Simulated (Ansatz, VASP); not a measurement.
# Mo in VASP and in Ansatz

File INCAR:

```
AGGAC = 1.0 ; AGGAX = 1.0
ALDAC = 0.0 ; ALDAX = 1.0
ALGO = Normal ; EDIFF = 1E-6
ENCUT = 520 ; GGA = B5
ISIF = 2 ; ISMEAR = -1
LASPH = T ; LCHARG = F
LREAL = F ; LWAVE = F
NBANDS = 21 ; NELM = 60
PREC = Accurate ; SIGMA = 0.1
```

KPOINTS

```
k-points
0
Gamma
  15 15 7
```

POSCAR

```
Mo
1.0
    2.7908100670      0.0000000000      0.0000000000
   -1.3954050335      2.4169124152      0.0000000000
    0.0000000000      0.0000000000      4.9744967363
Mo
2
Direct
    0.3333333333      0.6666666667      0.2500000000
    0.6666666667      0.3333333333      0.7500000000
```

Input for Ansatz:

```yaml
crystal:
  lattice:
    - [2.790810067, 0.0, 0.0]
    - [-1.3954050335, 2.4169124152, 0.0]
    - [0.0, 0.0, 4.9744967363]
  atoms:
    - { symbol: Mo, position: [0.3333333333, 0.6666666667, 0.25] }
    - { symbol: Mo, position: [0.6666666667, 0.3333333333, 0.75] }
hamiltonian:
  xc: blyp
  pseudopotentials:
    kind: paw
    azcp:
      Mo: "pseudopotentials/Mo.paw.azcp"
basis:
  ecutwfc: 420
  fft_grid_basis: typed
kpoints:
  mp_grid: { grid: [15, 15, 7], shift: [0, 0, 0] }
magnetization:
  spin_polarized: false
scf:
  occupations: { method: fermi_dirac, width: 0.1 }
  lower_state_search: "off"
output:
  stress: true
```

Alike in both runs: task single point; functional BLYP; k mesh 15 × 15 × 7; occupations fermi-dirac, width 0.1 eV; no spin polarisation.

```csv
,VASP,Ansatz
version,VASP 6.6.1,Ansatz 0.2.0
potentials or method,"VASP PAW PBE potentials, release 64 (Mo_sv), cutoff 520 eV","plane waves (420 eV) with PAW, scalar-relativistic"
valence electrons in the cell,28,28
```

```csv
,VASP,Ansatz,Ansatz less VASP
pressure (GPa),0.8,0.0,-0.78
"traceless stress, the component that is largest in VASP (GPa)",0.01,0.19,+0.175
```

VASP's potentials were made for PBE, not for BLYP.
